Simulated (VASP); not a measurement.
Input of a VASP 6.6.1 run:

Contents of INCAR:

```
SYSTEM = O
PREC     = Accurate       ! precision mode
ENCUT    = 520            ! plane-wave cutoff, eV
EDIFF    = 1E-7           ! SCF threshold, eV
ISMEAR   = -1             ! smearing method
SIGMA    = 0.05           ! smearing width, eV
LREAL    = .FALSE.        ! projectors in reciprocal space
LASPH    = .TRUE.         ! aspherical terms in the spheres
NELM     = 150            ! most SCF steps
ALGO     = Normal         ! electronic algorithm
ISIF     = 2              ! what is computed and relaxed
LWAVE    = .FALSE.        ! write WAVECAR
LCHARG   = .TRUE.         ! write CHGCAR
ISPIN    = 2              ! spin polarisation
MAGMOM   = 1.35 1.35      ! initial moments
LORBIT   = 11             ! projections on sites
NUPDOWN  = 2.7            ! fixed moment
GGA      = PE             ! functional
LELF     = .TRUE.         ! ELF
LVHAR    = .TRUE.       
NBANDS   = 17             ! bands
```

File KPOINTS:

```
Automatic mesh
0
G
  10 10 8
  0 0 0
```

Contents of POSCAR:

```
O
1.0
    2.8514028533     -1.6624159400      0.0000000000
    2.8514028533      1.6624159400      0.0000000000
   -2.3944914034      0.0000000000      3.6470501824
O
2
Direct
    0.0254538300      0.0254538300      0.1555740200
    0.9745461700      0.9745461700      0.8444259800
```

Potentials or basis: VASP PAW PBE potentials, release 64 (O).

Launch:

```sh
$ cat potpaw_PBE.64/O/POTCAR > POTCAR
$ mpirun -np 1 vasp_std > vasp.out
```

Problem. Estimate the pressure.

Solution. 18.1 GPa.

Problem. Estimate the largest force.

Solution. 7.485 eV/Å.

Forces on the atoms (eV/Å):
```
O   -2.927  0.000  6.889
O    2.927  0.000 -6.889
```

Caveat: the standard files for N, O and F lose accuracy on very short bonds; the total moment is fixed, so each spin has its own Fermi level; forces of over 1 eV/Å act on the atoms, so gaps and moduli don't describe the material at rest.
